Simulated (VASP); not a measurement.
# Ba2Ho3Te (P6mm) in VASP: single point with PBE

Aim: the single point of Ba2Ho3Te with PBE.

Program: VASP 6.6.1. These are calculated values, not measurements. Logs are shortened: lines on timing, memory, paths and dates and some standing lists are left out, and cuts for length are marked.

### 1 The cell of the first run

It takes space group P6mm (No. 183, hexagonal). Conventional cell: a = 6.024 Å, b = 6.024 Å, c = 6.916 Å, α = 90.00°, β = 90.00°, γ = 120.00°. Within 4.5 Å of Ba (site symmetry 3m) lie 2 Ho at 3.42 to 3.50 Å and 3 Ba at 3.48 Å and 3 Te at 3.48 Å. Within 4.5 Å of Ho (site symmetry 3m) lie 2 Ba at 3.42 to 3.50 Å and 6 Ho at 3.48 Å. Within 4.4 Å of Ho (site symmetry 6mm) lie 2 Te at 3.38 to 3.54 Å and 6 Ho at 3.48 Å. Within 4.4 Å of Te (site symmetry 6mm) lie 2 Ho at 3.38 to 3.54 Å and 6 Ba at 3.48 Å.

The cell was generated, and may not be a known phase.

### 2 Single point, PBE

Contents of INCAR:

```
PREC = Accurate
ENCUT = 500
EDIFF = 1E-6
ISMEAR = 0
SIGMA = 0.1
LREAL = False
LASPH = True
NELM = 200
ALGO = Normal
ISIF = 2
LWAVE = False
LCHARG = True
GGA = PE
LELF = True
LVHAR = True
NBANDS = 36
GGA_COMPAT = False
LMAXMIX = 6
```

Contents of KPOINTS:

```
Automatic mesh
0
Gamma
  6 6 6
```

Contents of POSCAR:

```
Ba2Ho3Te
1.0
    6.0239760292      0.0000000000      0.0000000000
   -3.0119880146      5.2169162731      0.0000000000
    0.0000000000      0.0000000000      6.9157371133
Ba Ho Te
2 3 1
Direct
    0.3333333333      0.6666666667      0.6038677823
    0.6666666667      0.3333333333      0.6038677823
    0.3333333333      0.6666666667      0.0984665799
    0.6666666667      0.3333333333      0.0984665799
    0.0000000000      0.0000000000      0.0723101719
    0.0000000000      0.0000000000      0.5835502837
```

Potentials or basis: VASP PAW PBE potentials, release 64 (Ba_sv, Ho_3, Te), 4f in core.

Launch:

```sh
$ cat potpaw_PBE.64/Ba_sv/POTCAR potpaw_PBE.64/Ho_3/POTCAR potpaw_PBE.64/Te/POTCAR > POTCAR
$ mpirun -np 1 vasp_std > vasp.out
```

OUTCAR:

```text
PREC = Accurate
   ENCUT = 500
   EDIFF = 1E-6
   ISMEAR = 0
   LREAL = False
   LASPH = True
   NELM = 200
   ISIF = 2
   GGA = PE

 ion  position               nearest neighbor table
   1  0.333  0.667  0.604-   3 3.42   2 3.48   2 3.48   2 3.48   6 3.48   6 3.48   6 3.48   3 3.50

   2  0.667  0.333  0.604-   4 3.42   1 3.48   1 3.48   1 3.48   6 3.48   6 3.48   6 3.48   4 3.50

   3  0.333  0.667  0.098-   1 3.42   4 3.48   4 3.48   4 3.48   5 3.48   5 3.48   5 3.48   1 3.50

   4  0.667  0.333  0.098-   2 3.42   3 3.48   3 3.48   3 3.48   5 3.48   5 3.48   5 3.48   2 3.50

   5  0.000  0.000  0.072-   6 3.38   4 3.48   3 3.48   4 3.48   3 3.48   4 3.48   3 3.48   6 3.54

   6  0.000  0.000  0.584-   5 3.38   2 3.48   1 3.48   2 3.48   1 3.48   2 3.48   1 3.48   5 3.54

  LATTYP: Found a hexagonal cell.
 ALAT       =     6.0239760292
 C/A-ratio  =     1.1480352976

  Lattice vectors:

 A1 = (   6.0239760292,   0.0000000000,   0.0000000000)
 A2 = (  -3.0119880146,   5.2169162731,   0.0000000000)
 A3 = (   0.0000000000,   0.0000000000,   6.9157371133)

Analysis of symmetry for initial positions (statically):
=====================================================================
 Subroutine PRICEL returns:
 Original cell was already a primitive cell.

 Routine SETGRP: Setting up the symmetry group for a
 hexagonal supercell.

 Subroutine GETGRP returns: Found 12 space group operations
 (whereof 12 operations were pure point group operations)
 out of a pool of 24 trial point group operations.

The static configuration has the point symmetry C_6v.

Analysis of symmetry for dynamics (positions and initial velocities):
=====================================================================
 Subroutine PRICEL returns:
 Original cell was already a primitive cell.

 Routine SETGRP: Setting up the symmetry group for a
 hexagonal supercell.

 Subroutine GETGRP returns: Found 12 space group operations
 (whereof 12 operations were pure point group operations)
 out of a pool of 24 trial point group operations.

The dynamic configuration has the point symmetry C_6v.

 Subroutine INISYM returns: Found 12 space group operations
 (whereof 12 operations are pure point group operations),
 and found     1 'primitive' translations

----------------------------------------------------------------------------------------

                                     Primitive cell

  volume of cell :     217.3380

  direct lattice vectors                    reciprocal lattice vectors
     6.023976029  0.000000000  0.000000000     0.166003317  0.095842060  0.000000000
    -3.011988015  5.216916273  0.000000000     0.000000000  0.191684119  0.000000000
     0.000000000  0.000000000  6.915737113     0.000000000  0.000000000  0.144597746

  length of vectors
     6.023976029  6.023976029  6.915737113     0.191684119  0.191684119  0.144597746

  position of ions in fractional coordinates (direct lattice)
     0.333333333  0.666666667  0.603867782
     0.666666667  0.333333333  0.603867782
     0.333333333  0.666666667  0.098466580
     0.666666667  0.333333333  0.098466580
     0.000000000  0.000000000  0.072310172
     0.000000000  0.000000000  0.583550284

  ion indices of the primitive-cell ions
   primitive index   ion index
                 1           1
                 2           2
                 3           3
                 4           4
                 5           5
                 6           6

----------------------------------------------------------------------------------------

 KPOINTS: Automatic mesh

Automatic generation of k-mesh.
 Grid dimensions read from file:
 generate k-points for:    6    6    6

 Generating k-lattice:

  Cartesian coordinates                     Fractional coordinates (reciprocal lattice)
     0.027667219  0.015973677  0.000000000     0.166666667 -0.000000000  0.000000000
     0.000000000  0.031947353  0.000000000     0.000000000  0.166666667  0.000000000
     0.000000000  0.000000000  0.024099624     0.000000000  0.000000000  0.166666667

  Length of vectors
     0.031947353  0.031947353  0.024099624

  Shift w.r.t. Gamma in fractional coordinates (k-lattice)
     0.000000000  0.000000000  0.000000000

 Subroutine IBZKPT returns following result:
 ===========================================

 Found     28 irreducible k-points:

 Following reciprocal coordinates:
            Coordinates               Weight
  0.000000  0.000000  0.000000      1.000000
  0.166667  0.000000  0.000000      6.000000
  0.333333  0.000000  0.000000      6.000000
  0.500000  0.000000  0.000000      3.000000
  0.166667  0.166667  0.000000      6.000000
  0.333333  0.166667  0.000000     12.000000
[... 16 lines left out ...]
  0.166667  0.000000  0.500000      6.000000
  0.333333  0.000000  0.500000      6.000000
 [... further k-points ...]
   k-points           NKPTS =     28   k-points in BZ     NKDIM =     28   number of bands    NBANDS=     36
   number of dos      NEDOS =    301   number of ions     NIONS =      6
   total plane-waves  NPLWV = 115200
   dimension x,y,z NGX =    48 NGY =   48 NGZ =   50
   dimension x,y,z NGXF=    96 NGYF=   96 NGZF=  100
   ions per type =               2   3   1
   NGX,Y,Z   is equivalent  to a cutoff of  13.25, 13.25, 12.02 a.u.
   NGXF,Y,Z  is equivalent  to a cutoff of  26.49, 26.49, 24.04 a.u.
 SYSTEM =  unknown system
   PREC   = accura    normal or accurate (medium, high low for compatibility)
   ISTART =      0    job   : 0-new  1-cont  2-samecut
   ICHARG =      2    charge: 1-file 2-atom 10-const
   ISPIN  =      1    spin polarized calculation?
   LNONCOLLINEAR =      F non collinear calculations
   LSORBIT =      F    spin-orbit coupling
   LASPH  =      T    aspherical Exc in radial PAW
   ENCUT  =  500.0 eV  36.75 Ry    6.06 a.u.  10.98 10.98 12.61*2*pi/ulx,y,z
   NELM   =    200;   NELMIN=  2; NELMDL= -5     # of ELM steps
   EDIFF  = 0.1E-05   stopping-criterion for ELM
   LREAL  =      F    real-space projection
   EDIFFG = 0.1E-04   stopping-criterion for IOM
   NSW    =      0    number of steps for IOM
   IBRION =     -1    ionic relax: 0-MD 1-quasi-New 2-CG
   NFREE  =      0    steps in history (QN), initial steepest desc. (CG)
   ISIF   =      2    stress and relaxation
   ISYM   =      2    0-nonsym 1-usesym 2-fastsym
   POTIM  = 0.5000    time-step for ionic-motion
   TEBEG  =    0.0;   TEEND  =   0.0 temperature during run
   PSTRESS=    0.0 pullay stress
   NELECT =      53.0000    total number of electrons
   NUPDOWN=      -1.0000    fix difference up-down
   EMIN   =  10.00;   EMAX   =-10.00  energy-range for DOS
   EFERMI =   0.00;   METHOD = LEGACY
   ISMEAR =     0;   SIGMA  =   0.10  broadening in eV -4-tet -1-fermi 0-gaus
   EFERMI_NEDOS =   21; number of points for ismear=-14 and -15
   IALGO  =     38    algorithm
   IMIX   =      4    mixing-type and parameters
     AMIX     =   0.40;   BMIX     =  1.00
     AMIX_MAG =   1.60;   BMIX_MAG =  1.00
  volume/ion in A,a.u.               =      36.22       244.44
  Fermi-wavevector in a.u.,A,eV,Ry     =   1.022794  1.932801 14.233163  1.046108
  Thomas-Fermi vector in A             =   2.156493
   LORBIT       =      0    0 simple, 1 ext, 2 COOP (PROOUT), +10 PAW based schemes
   GGA     = PE    functional components
   LHFCALC =     F    Hartree Fock is set to
   AEXX    =    0.0000 exact exchange contribution
   IVDW    =     0    specifies the selected vdW correction
   LEPSILON=     F    determine dielectric tensor
   LRPA    =     F    only Hartree local field effects (RPA)
 non-spin polarized calculation
 Gauss-broadening in eV      SIGMA  =   0.10
  energy-cutoff  :      500.00
  volume of cell :      217.34
 maximum number of plane-waves:      5550
 NGX is ok and might be reduce to    48
   NGX = 21   NGY = 21   NGZ = 25

 number of electron      53.0000001 magnetization

 Free energy of the ion-electron system (eV)
  ---------------------------------------------------
  ext. energy  EPLUGINS =         0.00000000
  ---------------------------------------------------
  free energy    TOTEN  =       -20.87120246 eV

  energy without entropy =      -20.82376271  energy(sigma->0) =      -20.84748258

 E-fermi :   3.5437     XC(G=0):  -9.2134

 val. band max:        3.5301043182   @ k =   0.3333   0.3333   0.5000
 cond. band min:       3.5474341578   @ k =   0.3333   0.0000   0.5000
 fundamental gap:      0.0173298396
 Fermi energy:         3.5436957802

 k-point     1 :       0.0000    0.0000    0.0000
  band No.  band energies     occupation
      1     -25.1395      2.00000
      2     -24.7895      2.00000
      3     -21.0490      2.00000
      4     -21.0490      2.00000
      5     -21.0086      2.00000
      6     -20.9524      2.00000
[... 28 lines left out ...]
     35       5.5645      0.00000
     36       5.6747      0.00000

 k-point     2 :       0.1667    0.0000    0.0000
  band No.  band energies     occupation
      1     -25.1196      2.00000
      2     -24.8110      2.00000
      3     -21.0943      2.00000
      4     -21.0740      2.00000
      5     -21.0014      2.00000
      6     -20.9312      2.00000
[... 28 lines left out ...]
     35       5.4934      0.00000
     36       5.7658      0.00000

 k-point     3 :       0.3333    0.0000    0.0000
  band No.  band energies     occupation
      1     -25.0678      2.00000
      2     -24.8659      2.00000
      3     -21.1446      2.00000
      4     -21.0549      2.00000
      5     -20.9831      2.00000
      6     -20.9417      2.00000
[... 28 lines left out ...]
     35       5.5842      0.00000
     36       5.6263      0.00000

 k-point     4 :       0.5000    0.0000    0.0000
  band No.  band energies     occupation
      1     -25.0259      2.00000
      2     -24.9094      2.00000
      3     -21.1633      2.00000
      4     -21.0012      2.00000
      5     -20.9706      2.00000
      6     -20.9499      2.00000
[... 28 lines left out ...]
     35       5.9491      0.00000
     36       6.1218      0.00000

 k-point     5 :       0.1667    0.1667    0.0000
  band No.  band energies     occupation
      1     -25.0830      2.00000
      2     -24.8499      2.00000
      3     -21.1084      2.00000
      4     -21.0944      2.00000
      5     -20.9892      2.00000
      6     -20.9375      2.00000
[... 655 lines left out ...]
 k-point    22 :       0.0000    0.0000    0.5000
  band No.  band energies     occupation
      1     -25.1434      2.00000
      2     -24.7934      2.00000
      3     -21.0490      2.00000
      4     -21.0490      2.00000
      5     -21.0008      2.00000
      6     -20.9524      2.00000
[... 28 lines left out ...]
     35       5.7499      0.00000
     36       5.7842      0.00000

 k-point    23 :       0.1667    0.0000    0.5000
  band No.  band energies     occupation
      1     -25.1235      2.00000
      2     -24.8149      2.00000
      3     -21.0943      2.00000
      4     -21.0739      2.00000
      5     -20.9942      2.00000
      6     -20.9256      2.00000
[... 28 lines left out ...]
     35       5.8260      0.00000
     36       5.9128      0.00000

 k-point    24 :       0.3333    0.0000    0.5000
  band No.  band energies     occupation
      1     -25.0717      2.00000
      2     -24.8698      2.00000
      3     -21.1445      2.00000
      4     -21.0547      2.00000
      5     -20.9779      2.00000
      6     -20.9339      2.00000
[... 28 lines left out ...]
     35       5.9498      0.00000
     36       6.1085      0.00000

 [... further k-points ...]
[... 5 lines left out ...]
  --------------------------------------------------------------------------------------
  -------------------------------------------------------------------------------------
  Total        0.8393592      0.8393592      0.3564128      0.0000000      0.0000000      0.0000000
  in kB        6.1876090      6.1876090      2.6274130      0.0000000      0.0000000      0.0000000
  external PRESSURE =       5.0008770 kB  Pullay stress =       0.0000000 kB

 VOLUME and BASIS-vectors are now :
 -----------------------------------------------------------------------------
  energy-cutoff  :      500.00
  volume of cell :      217.34
      direct lattice vectors                 reciprocal lattice vectors
     6.023976029  0.000000000  0.000000000     0.166003317  0.095842060  0.000000000
    -3.011988015  5.216916273  0.000000000     0.000000000  0.191684119  0.000000000
     0.000000000  0.000000000  6.915737113     0.000000000  0.000000000  0.144597746

 POSITION                                       TOTAL-FORCE (eV/Angst)
 -----------------------------------------------------------------------------------
     -0.00000      3.47794      4.17619         0.000000     -0.000000     -0.005214
      3.01199      1.73897      4.17619        -0.000000      0.000000     -0.005214
     -0.00000      3.47794      0.68097         0.000000     -0.000000      0.013451
      3.01199      1.73897      0.68097        -0.000000     -0.000000      0.013451
      0.00000      0.00000      0.50008         0.000000     -0.000000     -0.000566
      0.00000      0.00000      4.03568         0.000000     -0.000000     -0.015908
 -----------------------------------------------------------------------------------
    total drift:                               -0.000000     -0.000000     -0.001510

  FREE ENERGIE OF THE ION-ELECTRON SYSTEM (eV)
  ---------------------------------------------------
  free  energy   TOTEN  =       -20.8712024603 eV

  energy  without entropy=      -20.8237627081  energy(sigma->0) =      -20.84748258
```

Run time: 4.6 min. Hardware: 1 thread of Intel Xeon 6975P-C (Granite Rapids), shared host; peak memory 0.44 GiB.

What came out:

```
Free energy            : -20.8712 eV
Pressure               : 0.5 GPa
Largest force          : 0.016 eV/Å
Band gap on the k mesh : zero (an odd number of electrons rules out a gap without spin polarisation)
```

Forces on the atoms (eV/Å):
```
Ba   0.000  0.000 -0.005
Ba   0.000  0.000 -0.005
Ho   0.000  0.000  0.013
Ho   0.000  0.000  0.013
Ho   0.000  0.000 -0.001
Te   0.000  0.000 -0.016
```

Stress tensor (GPa, compression positive):
```
0.62 0.00 0.00
0.00 0.62 0.00
0.00 0.00 0.26
```

Levels at points of the mesh, in eV from the Fermi level:
| k point | band 24 | band 25 | band 26 | band 27 | band 28 | band 29 |
| --- | --- | --- | --- | --- | --- | --- |
| (0.00, 0.00, 0.00) | -0.55 | -0.45 | 0.17 | 0.17 | 0.24 | 0.37 |
| (0.50, 0.00, 0.00) | -1.47 | -1.33 | -0.27 | 0.28 | 0.33 | 0.41 |
| (0.00, 0.00, 0.50) | -0.29 | -0.29 | 0.15 | 0.15 | 0.59 | 0.59 |
| (0.50, 0.00, 0.50) | -0.94 | -0.37 | -0.12 | -0.06 | 0.03 | 0.50 |

Caveat: spin-orbit coupling is left out, which moves the levels of the heavy elements; the 4f electrons are frozen in the core, so they carry no moment and show no levels. Spin polarisation is off, so any magnetic state and its effect on volume and gap are missing.
